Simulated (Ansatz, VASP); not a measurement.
**BeS: VASP beside Ansatz**

```xyz
2
Lattice="0.0000 2.2779 2.2779 2.2779 0.0000 2.2779 2.2779 2.2779 0.0000" Properties=species:S:1:pos:R:3 pbc="T T T"
Be    0.0000    0.0000    0.0000
S     2.2779    2.2779    2.2779
```

Alike in both runs: functional LDA; k mesh 17 × 17 × 17; occupations fermi-dirac, width 0.08 eV; no spin polarisation.

Ansatz relaxed the structure, and its values are those at the end. VASP's run is a single point on that final structure, the one shown.

```csv
,VASP,Ansatz
version,VASP 6.6.1,Ansatz 0.2.0
potentials or method,"VASP PAW LDA potentials, release 64 (Be, S)","PAW with Ansatz's default frozen-core files, scalar-relativistic"
plane-wave cutoff (eV),600,420
valence electrons in the cell,8,8
```

```csv
,VASP,Ansatz,Ansatz less VASP
pressure (GPa),0.1,0.0,-0.09
```

LDA's correlation is that of Perdew and Zunger in VASP and of Perdew and Wang (1992) in Ansatz.
